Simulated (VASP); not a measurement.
Set up this calculation in VASP 6.6.1, as the native input.

| Quantity | Value |
| --- | --- |
| Task | single point |
| Functional | LDA |
| Potentials or basis | VASP PAW LDA potentials, release 64 (Al, Ga_d, N) |
| Cutoff | 520 eV |
| k mesh | 6 × 6 × 6 |
| Occupations | gaussian, width 0.05 eV |
| Spin | no spin polarisation |
| Dipole correction | no |
| Further INCAR settings | ALGO = Normal; EDIFF = 1e-07; NBANDS = 41 |

The structure of AlGa3N4 lies in POSCAR:

```
AlGa3N4
1.0
    4.4270176661      0.0000000000      0.0000000000
    0.0000000000      4.4270176661      0.0000000000
    0.0000000000      0.0000000000      4.4270176661
Al Ga N
1 3 4
Direct
    0.0000000000      0.0000000000      0.0000000000
    0.5000000000      0.5000000000      0.0000000000
    0.5000000000      0.0000000000      0.5000000000
    0.0000000000      0.5000000000      0.5000000000
    0.7548139557      0.7548139557      0.2451860443
    0.7548139557      0.2451860443      0.7548139557
    0.2451860443      0.7548139557      0.7548139557
    0.2451860443      0.2451860443      0.2451860443
```

These files were run (other wordings do the same):

INCAR

```
ALGO = Normal
EDIFF = 1E-7
ENCUT = 520
ISIF = 2
ISMEAR = 0
LASPH = T
LCHARG = F
LREAL = F
LWAVE = F
NBANDS = 41
NELM = 100
PREC = Accurate
SIGMA = 0.05
```

KPOINTS

```
k-points
0
Gamma
  6 6 6
```

Potentials or basis: VASP PAW LDA potentials, release 64 (Al, Ga_d, N).

Command:

```bash
$ cat potpaw_LDA.64/Al/POTCAR potpaw_LDA.64/Ga_d/POTCAR potpaw_LDA.64/N/POTCAR > POTCAR
$ mpirun -np 1 vasp_std > vasp.out
```

Results of the run:

```
Pressure               : 1.0 GPa
Largest force          : 0.030 eV/Å
Band gap on the k mesh : 2.57 eV
```

Run time: 110 s on 1 thread of Intel Xeon 8259CL (shared host), peak memory 0.2 GiB.
